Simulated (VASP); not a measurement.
Wanted: the native input for a VASP 6.6.1 run.

```
Task                   : single point
Functional             : PBE
Potentials or basis    : VASP PAW PBE potentials, release 64 (Al, N, Ga_d)
Cutoff                 : 520 eV
k mesh                 : 3 × 2 × 3, shifted
Occupations            : gaussian, width 0.1 eV
Spin                   : no spin polarisation
Dipole correction      : no
Further INCAR settings : ALGO = Normal; EDIFF = 1e-06; NBANDS = 61; ISYM = 0
```

The structure of Al3Ga4N7 lies in POSCAR:

```
Al3Ga4N7
1.0
    5.5568771927      0.0666176011      0.0865886475
    0.0717740865      5.6241278815     -0.0592019588
    0.0905855563     -0.0574564453      5.5970420269
Al N Ga
3 7 4
Direct
    0.5850442784      0.4439334178      0.3020244307
    0.0582186994      0.6109347139      0.6007635287
    0.0302597203      0.4421438025      0.1069735517
    0.5195366548      0.9566368518      0.6269902919
    0.7796873063      0.2085430984      0.1194447710
    0.7502682927      0.4537103415      0.6027069045
    1.0017230938      0.9421915958      0.5814650187
    0.7398083992      0.6728829310      0.1165255390
    0.2333517054      0.4694267598      0.8411299295
    0.2474273535      0.4315634503      0.3565812398
    0.7637365464      0.9420895863      0.3255500803
    0.7584189701      0.1427731595      0.7795509967
    0.2522391509      0.1683571617      0.5948777615
    0.5409702336      0.6539895318      0.8156194970
```

The input as run:

INCAR

```
PREC = Accurate
ENCUT = 520
EDIFF = 1E-6
ISMEAR = 0
SIGMA = 0.1
LREAL = False
LASPH = True
NELM = 80
ALGO = Normal
ISIF = 2
LWAVE = False
LCHARG = False
GGA = PE
ISYM = 0
NBANDS = 61
```

KPOINTS

```
Automatic mesh
0
Gamma
  3 2 3
  0 0.5 0
```

Potentials or basis: VASP PAW PBE potentials, release 64 (Al, N, Ga_d).

Command:

```console
$ cat potpaw_PBE.64/Al/POTCAR potpaw_PBE.64/N/POTCAR potpaw_PBE.64/Ga_d/POTCAR > POTCAR
$ mpirun -np 1 vasp_std > vasp.out
```

Results of the run:

The pressure is 0.0 GPa and the largest force is 0.037 eV/Å. The band gap on the k mesh is 2.28 eV, direct.

Caveat: the k points lie up to 0.56 Å⁻¹ apart.

Wall time 99 s on 1 thread of Intel(R) Xeon(R) Platinum 8488C (Sapphire Rapids), with other jobs on the host, peak memory 0.28 GiB.
